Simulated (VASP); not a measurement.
B4AsN3: single point with PBE

The system is B4AsN3.

```xyz
8
Lattice="3.9682 0.0000 0.0000 0.0000 3.9682 0.0000 0.0000 0.0000 3.9682" Properties=species:S:1:pos:R:3 pbc="T T T"
N     1.9841    0.0000    0.0000
N     0.0000    1.9841    0.0000
N     0.0000    0.0000    1.9841
B     0.8984    3.0697    3.0697
B     3.0697    0.8984    3.0697
B     3.0697    3.0697    0.8984
B     0.8984    0.8984    0.8984
As    1.9841    1.9841    1.9841
```

* Program: VASP 6.6.1
* Task: single point
* Functional: PBE
* Potentials or basis: VASP PAW PBE potentials, release 64 (N, B, As)
* Cutoff: 520 eV
* k mesh: 6 × 6 × 6
* Occupations: fermi-dirac, width 0.02 eV
* Spin: no spin polarisation

```
Pressure               : 0.9 GPa
Largest force          : 0.132 eV/Å
Band gap on the k mesh : 0.63 eV
```

Forces on the atoms (eV/Å):
```
N    0.000  0.000  0.000
N    0.000  0.000  0.000
N    0.000  0.000  0.000
B   -0.076  0.076  0.076
B    0.076 -0.076  0.076
B    0.076  0.076 -0.076
B   -0.076 -0.076 -0.076
As   0.000  0.000  0.000
```

Levels at points of the mesh, in eV from the valence-band top:
| k point | band 12 | band 13 | band 14 | band 15 | band 16 | band 17 | band 18 | band 19 | band 20 | band 21 |
| --- | --- | --- | --- | --- | --- | --- | --- | --- | --- | --- |
| (0.00, 0.00, 0.00) | -5.29 | -5.29 | 0.00 | 0.00 | 0.00 | 0.63 | 2.60 | 2.60 | 5.22 | 5.22 |
| (0.50, 0.00, 0.00) | -4.63 | -4.37 | -4.01 | -1.97 | -1.97 | 2.70 | 4.53 | 5.91 | 6.64 | 7.85 |
| (0.50, 0.50, 0.00) | -4.54 | -4.54 | -3.39 | -1.32 | -1.32 | 5.31 | 5.78 | 5.78 | 6.99 | 7.50 |
| (0.50, 0.50, 0.50) | -3.32 | -3.32 | -0.53 | -0.53 | -0.53 | 4.76 | 4.76 | 4.76 | 7.16 | 7.16 |

Run time: 58 s on 1 thread of Intel(R) Xeon(R) Platinum 8259CL CPU @ 2.50GHz (Skylake/Cascade Lake) (shared host), peak memory 0.18 GiB.
